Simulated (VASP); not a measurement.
# AlCu3 (Fm-3m) in VASP: further runs

Runs on AlCu3. Level: PBEsol. Tasks: single point, relaxation of cell and atoms.

All numbers are computed with VASP 6.6.1; they aren't measurements. Logs are shortened: lines on timing, memory, paths and dates and some standing lists are left out, and cuts for length are marked.

### 1 The cell of the first run

The structure is cubic, space group Fm-3m (No. 225). The conventional cell has a = 5.729 Å, b = 5.729 Å, c = 5.729 Å, α = 90.00°, β = 90.00°, γ = 90.00°. Within 3.3 Å of Al (site symmetry m-3m) lie 14 Cu at 2.48 to 2.86 Å. Cu (site symmetry m-3m) has 8 Cu at 2.48 Å and 6 Al at 2.86 Å within 3.3 Å. Cu (site symmetry -43m) has 4 Al at 2.48 Å and 10 Cu at 2.48 to 2.86 Å within 3.3 Å.

### 2 Single point, PBEsol (volume scaled by 0.98)

Contents of INCAR:

```
ALGO = Normal
EDIFF = 1E-6
ENCUT = 520
GGA = PS
ISIF = 2
ISMEAR = -1
LASPH = True
LCHARG = False
LREAL = False
LWAVE = False
NBANDS = 26
NELM = 100
PREC = Accurate
SIGMA = 0.15
```

Contents of KPOINTS:

```
k-points
0
Gamma
  12 12 12
```

Contents of POSCAR:

```
AlCu3
1.0
    0.0000000000      2.8647053785      2.8647053785
    2.8647053785      0.0000000000      2.8647053785
    2.8647053785      2.8647053785      0.0000000000
Al Cu
1 3
Direct
    0.0000000000      0.0000000000      0.0000000000
    0.5000000000      0.5000000000      0.5000000000
    0.2500000000      0.2500000000      0.2500000000
    0.7500000000      0.7500000000      0.7500000000
```

Potentials or basis: VASP PAW PBE potentials, release 64 (Al, Cu).

Started as:

```
cat potpaw_PBE.64/Al/POTCAR potpaw_PBE.64/Cu/POTCAR > POTCAR
mpirun -np 1 vasp_std > vasp.out
```

OUTCAR:

```text
EDIFF = 1E-6
   ENCUT = 520
   GGA = PS
   ISIF = 2
   ISMEAR = -1
   LASPH = True
   LREAL = False
   NELM = 100
   PREC = Accurate

 ion  position               nearest neighbor table
   1  0.000  0.000  0.000-   4 2.48   4 2.48   4 2.48   3 2.48   4 2.48   3 2.48   3 2.48   3 2.48
                             2 2.86   2 2.86   2 2.86   2 2.86   2 2.86   2 2.86
   2  0.500  0.500  0.500-   3 2.48   3 2.48   3 2.48   3 2.48   4 2.48   4 2.48   4 2.48   4 2.48
                             1 2.86   1 2.86   1 2.86   1 2.86   1 2.86   1 2.86
   3  0.250  0.250  0.250-   1 2.48   1 2.48   1 2.48   1 2.48   2 2.48   2 2.48   2 2.48   2 2.48

   4  0.750  0.750  0.750-   2 2.48   2 2.48   2 2.48   1 2.48   2 2.48   1 2.48   1 2.48   1 2.48

  LATTYP: Found a face centered cubic cell.
 ALAT       =     5.7294107570

  Lattice vectors:

 A1 = (   0.0000000000,   2.8647053785,   2.8647053785)
 A2 = (   2.8647053785,   0.0000000000,   2.8647053785)
 A3 = (   2.8647053785,   2.8647053785,   0.0000000000)

Analysis of symmetry for initial positions (statically):
=====================================================================
 Subroutine PRICEL returns:
 Original cell was already a primitive cell.

 Routine SETGRP: Setting up the symmetry group for a
 face centered cubic supercell.

 Subroutine GETGRP returns: Found 48 space group operations
 (whereof 48 operations were pure point group operations)
 out of a pool of 48 trial point group operations.

The static configuration has the point symmetry O_h .

Analysis of symmetry for dynamics (positions and initial velocities):
=====================================================================
 Subroutine PRICEL returns:
 Original cell was already a primitive cell.

 Routine SETGRP: Setting up the symmetry group for a
 face centered cubic supercell.

 Subroutine GETGRP returns: Found 48 space group operations
 (whereof 48 operations were pure point group operations)
 out of a pool of 48 trial point group operations.

The dynamic configuration has the point symmetry O_h .

 Subroutine INISYM returns: Found 48 space group operations
 (whereof 48 operations are pure point group operations),
 and found     1 'primitive' translations

----------------------------------------------------------------------------------------

                                     Primitive cell

  volume of cell :      47.0186

  direct lattice vectors                    reciprocal lattice vectors
     0.000000000  2.864705379  2.864705379    -0.174538018  0.174538018  0.174538018
     2.864705379  0.000000000  2.864705379     0.174538018 -0.174538018  0.174538018
     2.864705379  2.864705379  0.000000000     0.174538018  0.174538018 -0.174538018

  length of vectors
     4.051305198  4.051305198  4.051305198     0.302308716  0.302308716  0.302308716

  position of ions in fractional coordinates (direct lattice)
     0.000000000  0.000000000  0.000000000
     0.500000000  0.500000000  0.500000000
     0.250000000  0.250000000  0.250000000
     0.750000000  0.750000000  0.750000000

  ion indices of the primitive-cell ions
   primitive index   ion index
                 1           1
                 2           2
                 3           3
                 4           4

----------------------------------------------------------------------------------------

 KPOINTS: k-points

Automatic generation of k-mesh.
 Grid dimensions read from file:
 generate k-points for:   12   12   12

 Generating k-lattice:

  Cartesian coordinates                     Fractional coordinates (reciprocal lattice)
    -0.014544835  0.014544835  0.014544835     0.083333333  0.000000000  0.000000000
     0.014544835 -0.014544835  0.014544835     0.000000000  0.083333333  0.000000000
     0.014544835  0.014544835 -0.014544835     0.000000000  0.000000000  0.083333333

  Length of vectors
     0.025192393  0.025192393  0.025192393

  Shift w.r.t. Gamma in fractional coordinates (k-lattice)
     0.000000000  0.000000000  0.000000000

 Subroutine IBZKPT returns following result:
 ===========================================

 Found     72 irreducible k-points:

 Following reciprocal coordinates:
            Coordinates               Weight
  0.000000  0.000000  0.000000      1.000000
  0.083333  0.000000  0.000000      8.000000
  0.166667  0.000000  0.000000      8.000000
  0.250000  0.000000  0.000000      8.000000
  0.333333  0.000000  0.000000      8.000000
  0.416667  0.000000  0.000000      8.000000
[... 16 lines left out ...]
  0.500000  0.166667  0.000000     24.000000
 -0.416667  0.166667  0.000000     24.000000
 [... further k-points ...]
   k-points           NKPTS =     72   k-points in BZ     NKDIM =     72   number of bands    NBANDS=     26
   number of dos      NEDOS =    301   number of ions     NIONS =      4
   total plane-waves  NPLWV =  27000
   dimension x,y,z NGX =    30 NGY =   30 NGZ =   30
   dimension x,y,z NGXF=    60 NGYF=   60 NGZF=   60
   ions per type =               1   3
   NGX,Y,Z   is equivalent  to a cutoff of  12.31, 12.31, 12.31 a.u.
   NGXF,Y,Z  is equivalent  to a cutoff of  24.62, 24.62, 24.62 a.u.
 SYSTEM =  unknown system
   PREC   = accura    normal or accurate (medium, high low for compatibility)
   ISTART =      0    job   : 0-new  1-cont  2-samecut
   ICHARG =      2    charge: 1-file 2-atom 10-const
   ISPIN  =      1    spin polarized calculation?
   LNONCOLLINEAR =      F non collinear calculations
   LSORBIT =      F    spin-orbit coupling
   LASPH  =      T    aspherical Exc in radial PAW
   ENCUT  =  520.0 eV  38.22 Ry    6.18 a.u.   7.53  7.53  7.53*2*pi/ulx,y,z
   NELM   =    100;   NELMIN=  2; NELMDL= -5     # of ELM steps
   EDIFF  = 0.1E-05   stopping-criterion for ELM
   LREAL  =      F    real-space projection
   EDIFFG = 0.1E-04   stopping-criterion for IOM
   NSW    =      0    number of steps for IOM
   IBRION =     -1    ionic relax: 0-MD 1-quasi-New 2-CG
   NFREE  =      0    steps in history (QN), initial steepest desc. (CG)
   ISIF   =      2    stress and relaxation
   ISYM   =      2    0-nonsym 1-usesym 2-fastsym
   POTIM  = 0.5000    time-step for ionic-motion
   TEBEG  =    0.0;   TEEND  =   0.0 temperature during run
   PSTRESS=    0.0 pullay stress
   NELECT =      36.0000    total number of electrons
   NUPDOWN=      -1.0000    fix difference up-down
   EMIN   =  10.00;   EMAX   =-10.00  energy-range for DOS
   EFERMI =   0.00;   METHOD = LEGACY
   ISMEAR =    -1;   SIGMA  =   0.15  broadening in eV -4-tet -1-fermi 0-gaus
   EFERMI_NEDOS =   21; number of points for ismear=-14 and -15
   IALGO  =     38    algorithm
   IMIX   =      4    mixing-type and parameters
     AMIX     =   0.40;   BMIX     =  1.00
     AMIX_MAG =   1.60;   BMIX_MAG =  1.00
  volume/ion in A,a.u.               =      11.75        79.32
  Fermi-wavevector in a.u.,A,eV,Ry     =   1.497680  2.830205 30.518486  2.243045
  Thomas-Fermi vector in A             =   2.609537
   LORBIT       =      0    0 simple, 1 ext, 2 COOP (PROOUT), +10 PAW based schemes
   GGA     = PS    functional components
   LHFCALC =     F    Hartree Fock is set to
   AEXX    =    0.0000 exact exchange contribution
   IVDW    =     0    specifies the selected vdW correction
   LEPSILON=     F    determine dielectric tensor
   LRPA    =     F    only Hartree local field effects (RPA)
 non-spin polarized calculation
  energy-cutoff  :      520.00
  volume of cell :       47.02
 maximum number of plane-waves:      1303
   NGX = 15   NGY = 15   NGZ = 15

 number of electron      36.0000008 magnetization

 Free energy of the ion-electron system (eV)
  ---------------------------------------------------
  ext. energy  EPLUGINS =         0.00000000
  ---------------------------------------------------
  free energy    TOTEN  =       -17.75364579 eV

  energy without entropy =      -17.67812955  energy(sigma->0) =      -17.71588767

 E-fermi :   8.8875     XC(G=0): -12.6027

 val. band max:        8.8371980791   @ k =  -0.1667   0.1667   0.0000
 cond. band min:       8.9129484132   @ k =  -0.2500   0.3333   0.0833
 fundamental gap:      0.0757503341
 Fermi energy:         8.8874883043

 k-point     1 :       0.0000    0.0000    0.0000
  band No.  band energies     occupation
      1      -1.9650      2.00000
      2       3.9927      2.00000
      3       3.9927      2.00000
      4       4.0912      2.00000
      5       4.0912      2.00000
      6       4.0912      2.00000
[... 18 lines left out ...]
     25      15.7549      0.00000
     26      15.7549      0.00000

 k-point     2 :       0.0833    0.0000    0.0000
  band No.  band energies     occupation
      1      -1.8669      2.00000
      2       3.9665      2.00000
      3       3.9665      2.00000
      4       4.0515      2.00000
      5       4.1609      2.00000
      6       4.1609      2.00000
[... 18 lines left out ...]
     25      15.4554      0.00000
     26      15.7093      0.00000

 k-point     3 :       0.1667    0.0000    0.0000
  band No.  band energies     occupation
      1      -1.5746      2.00000
      2       3.9346      2.00000
      3       3.9584      2.00000
      4       3.9584      2.00000
      5       4.2914      2.00000
      6       4.2914      2.00000
[... 18 lines left out ...]
     25      15.3312      0.00000
     26      16.1542      0.00000

 k-point     4 :       0.2500    0.0000    0.0000
  band No.  band energies     occupation
      1      -1.0952      2.00000
      2       3.6862      2.00000
      3       3.9904      2.00000
      4       3.9904      2.00000
      5       4.4349      2.00000
      6       4.4349      2.00000
[... 18 lines left out ...]
     25      16.1103      0.00000
     26      17.1548      0.00000

 k-point     5 :       0.3333    0.0000    0.0000
  band No.  band energies     occupation
      1      -0.4424      2.00000
      2       3.1362      2.00000
      3       4.0508      2.00000
      4       4.0508      2.00000
      5       4.5563      2.00000
      6       4.5563      2.00000
[... 18 lines left out ...]
     25      17.2607      0.00000
     26      18.4433      0.00000

 k-point     6 :       0.4167    0.0000    0.0000
  band No.  band energies     occupation
      1       0.3561      2.00000
      2       2.2894      2.00000
      3       4.1127      2.00000
      4       4.1127      2.00000
      5       4.5807      2.00000
      6       4.6259      2.00000
[... 427 lines left out ...]
 k-point    21 :       0.3333    0.1667    0.0000
  band No.  band energies     occupation
      1      -0.5650      2.00000
      2       3.3377      2.00000
      3       4.0766      2.00000
      4       4.2462      2.00000
      5       4.3787      2.00000
      6       4.4724      2.00000
[... 18 lines left out ...]
     25      18.5724      0.00000
     26      19.2259      0.00000

 k-point    22 :       0.4167    0.1667    0.0000
  band No.  band energies     occupation
      1       0.1242      2.00000
      2       2.9291      2.00000
      3       3.8957      2.00000
      4       4.2978      2.00000
      5       4.3512      2.00000
      6       4.5546      2.00000
[... 18 lines left out ...]
     25      19.4717      0.00000
     26      20.5606      0.00000

 k-point    23 :       0.5000    0.1667    0.0000
  band No.  band energies     occupation
      1       0.9247      2.00000
      2       2.1978      2.00000
      3       3.8468      2.00000
      4       4.3074      2.00000
      5       4.3466      2.00000
      6       4.6017      2.00000
[... 18 lines left out ...]
     25      19.4581      0.00000
     26      20.9359      0.00000

 k-point    24 :      -0.4167    0.1667    0.0000
  band No.  band energies     occupation
      1       1.1743      2.00000
      2       1.9616      2.00000
      3       3.8703      2.00000
      4       4.2437      2.00000
      5       4.3307      2.00000
      6       4.6276      2.00000
[... 18 lines left out ...]
     25      18.1205      0.00000
     26      19.4208      0.00000

 [... further k-points ...]
[... 5 lines left out ...]
  --------------------------------------------------------------------------------------
  -------------------------------------------------------------------------------------
  Total        1.1314018      1.1314018      1.1314018      0.0000000     -0.0000000      0.0000000
  in kB       38.5529469     38.5529469     38.5529469      0.0000000     -0.0000000      0.0000000
  external PRESSURE =      38.5529469 kB  Pullay stress =       0.0000000 kB

 VOLUME and BASIS-vectors are now :
 -----------------------------------------------------------------------------
  energy-cutoff  :      520.00
  volume of cell :       47.02
      direct lattice vectors                 reciprocal lattice vectors
     0.000000000  2.864705379  2.864705379    -0.174538018  0.174538018  0.174538018
     2.864705379  0.000000000  2.864705379     0.174538018 -0.174538018  0.174538018
     2.864705379  2.864705379  0.000000000     0.174538018  0.174538018 -0.174538018

 POSITION                                       TOTAL-FORCE (eV/Angst)
 -----------------------------------------------------------------------------------
      0.00000      0.00000      0.00000         0.000000     -0.000000     -0.000000
      2.86471      2.86471      2.86471         0.000000     -0.000000     -0.000000
      1.43235      1.43235      1.43235         0.000000     -0.000000     -0.000000
      4.29706      4.29706      4.29706        -0.000000      0.000000      0.000000
 -----------------------------------------------------------------------------------
    total drift:                                0.000000     -0.000000      0.000000

  FREE ENERGIE OF THE ION-ELECTRON SYSTEM (eV)
  ---------------------------------------------------
  free  energy   TOTEN  =       -17.7536457884 eV

  energy  without entropy=      -17.6781295505  energy(sigma->0) =      -17.71588767
```

Wall time 1.7 min (1 thread of Intel Xeon 6975P-C, shared host); peak memory 0.22 GiB.

What came out:

| Item | Value |
| --- | --- |
| Free energy | -17.7536 eV |
| Pressure | 3.9 GPa |
| Band gap on the k mesh | zero (band 18 reaches 12.63 eV, above the bottom of band 19 at 6.70 eV) |

Caveat: the cell differs from its parent crystal (volume scaled by 0.98); the PAW data sets were made with another functional, which shifts forces and pressure a little.

### 3 Single point, PBEsol

This run uses another cell than the first one, of 11.99 Å³/atom, 1.020 times its volume.

Contents of INCAR:

```
SYSTEM = AlCu3
PREC = Accurate
ENCUT = 520
EDIFF = 1E-7
ISMEAR = -1
SIGMA = 0.15
LREAL = .False.
LASPH = .True.
NELM = 100
ALGO = Fast
ISIF = 2
LWAVE = .False.
LCHARG = .False.
GGA = PS
NBANDS = 26
```

Contents of KPOINTS:

```
Automatic mesh
0
Gamma
  12 12 12
  0 0 0
```

Contents of POSCAR:

```
AlCu3
1.0
    0.0000000000      2.8840620831      2.8840620831
    2.8840620831      0.0000000000      2.8840620831
    2.8840620831      2.8840620831      0.0000000000
Al Cu
1 3
Direct
    0.0000000000      0.0000000000      0.0000000000
    0.5000000000      0.5000000000      0.5000000000
    0.2500000000      0.2500000000      0.2500000000
    0.7500000000      0.7500000000      0.7500000000
```

Potentials or basis: VASP PAW PBE potentials, release 64 (Al, Cu).

Started as:

```
cat potpaw_PBE.64/Al/POTCAR potpaw_PBE.64/Cu/POTCAR > POTCAR
mpirun -np 1 vasp_std > vasp.out
```

It took 2.2 min on 1 thread of Intel Xeon 6975P-C, shared host; peak memory 0.21 GiB.

Results (log left out):

```
Free energy            : -17.7667 eV
Pressure               : 0.5 GPa
Band gap on the k mesh : zero (band 18 reaches 12.34 eV, above the bottom of band 19 at 6.47 eV)
```

Levels at points of the mesh, in eV from the Fermi level:
| k point | band 14 | band 15 | band 16 | band 17 | band 18 | band 19 | band 20 | band 21 | band 22 | band 23 |
| --- | --- | --- | --- | --- | --- | --- | --- | --- | --- | --- |
| (0.00, 0.00, 0.00) | -2.66 | -2.54 | -2.54 | 3.72 | 3.72 | 3.72 | 4.13 | 4.13 | 4.13 | 5.14 |
| (0.50, 0.00, 0.00) | -2.65 | -2.49 | -2.49 | -2.21 | 2.64 | 2.64 | 2.89 | 2.89 | 3.61 | 5.53 |
| (0.50, 0.50, 0.00) | -2.40 | -2.40 | -2.36 | -2.21 | -2.21 | -2.16 | 1.95 | 2.32 | 10.88 | 10.88 |

Caveat: the PAW data sets were made with another functional, which shifts forces and pressure a little.

### 4 Single point, PBEsol (volume scaled by 1.02)

Contents of INCAR:

```
SYSTEM = AlCu3
ALGO = Fast
EDIFF = 1E-6
ENCUT = 520
GGA = PS
ISIF = 2
ISMEAR = -1
LASPH = .True.
LCHARG = .False.
LREAL = .False.
LWAVE = .False.
NBANDS = 26
NELM = 60
PREC = Accurate
SIGMA = 0.15
```

Contents of KPOINTS:

```
k-points
0
Gamma
  12 12 12
  0 0 0
```

Contents of POSCAR:

```
AlCu3
1.0
    0.0000000000      2.9031623886      2.9031623886
    2.9031623886      0.0000000000      2.9031623886
    2.9031623886      2.9031623886      0.0000000000
Al Cu
1 3
Direct
    0.0000000000      0.0000000000      0.0000000000
    0.5000000000      0.5000000000      0.5000000000
    0.2500000000      0.2500000000      0.2500000000
    0.7500000000      0.7500000000      0.7500000000
```

Potentials or basis: VASP PAW PBE potentials, release 64 (Al, Cu).

Started as:

```
cat potpaw_PBE.64/Al/POTCAR potpaw_PBE.64/Cu/POTCAR > POTCAR
mpirun -np 1 vasp_std > vasp.out
```

OUTCAR:

```text
SYSTEM = AlCu3
   EDIFF = 1E-6
   ENCUT = 520
   GGA = PS
   ISIF = 2
   ISMEAR = -1
   LASPH = .True.
   LREAL = .False.
   NELM = 60
   PREC = Accurate

 ion  position               nearest neighbor table
   1  0.000  0.000  0.000-   4 2.51   4 2.51   4 2.51   3 2.51   4 2.51   3 2.51   3 2.51   3 2.51
                             2 2.90   2 2.90   2 2.90   2 2.90   2 2.90   2 2.90
   2  0.500  0.500  0.500-   3 2.51   3 2.51   3 2.51   3 2.51   4 2.51   4 2.51   4 2.51   4 2.51
                             1 2.90   1 2.90   1 2.90   1 2.90   1 2.90   1 2.90
[... 900 lines left out ...]
  --------------------------------------------------------------------------------------
  -------------------------------------------------------------------------------------
  Total       -0.6814019     -0.6814019     -0.6814019      0.0000000      0.0000000      0.0000000
  in kB      -22.3084787    -22.3084787    -22.3084787      0.0000000      0.0000000      0.0000000
  external PRESSURE =     -22.3084787 kB  Pullay stress =       0.0000000 kB

 VOLUME and BASIS-vectors are now :
 -----------------------------------------------------------------------------
  energy-cutoff  :      520.00
  volume of cell :       48.94
      direct lattice vectors                 reciprocal lattice vectors
     0.000000000  2.903162389  2.903162389    -0.172225984  0.172225984  0.172225984
     2.903162389  0.000000000  2.903162389     0.172225984 -0.172225984  0.172225984
     2.903162389  2.903162389  0.000000000     0.172225984  0.172225984 -0.172225984

 POSITION                                       TOTAL-FORCE (eV/Angst)
 -----------------------------------------------------------------------------------
      0.00000      0.00000      0.00000         0.000000      0.000000      0.000000
      2.90316      2.90316      2.90316         0.000000      0.000000      0.000000
      1.45158      1.45158      1.45158        -0.000000     -0.000000     -0.000000
      4.35474      4.35474      4.35474         0.000000      0.000000     -0.000000
 -----------------------------------------------------------------------------------
    total drift:                               -0.000000     -0.000000      0.000000

  FREE ENERGIE OF THE ION-ELECTRON SYSTEM (eV)
  ---------------------------------------------------
  free  energy   TOTEN  =       -17.7615500294 eV

  energy  without entropy=      -17.6836297194  energy(sigma->0) =      -17.72258987
```

Run time: 88 s. Hardware: 1 thread of Intel Xeon 6975P-C, shared host; peak memory 0.23 GiB.

What came out:

| Item | Value |
| --- | --- |
| Free energy | -17.7616 eV |
| Pressure | -2.2 GPa |
| Band gap on the k mesh | zero (band 18 reaches 12.07 eV, above the bottom of band 19 at 6.24 eV) |

Caveat: the cell differs from its parent crystal (volume scaled by 1.02); the PAW data sets were made with another functional, which shifts forces and pressure a little.

[end of part 1 of 2]
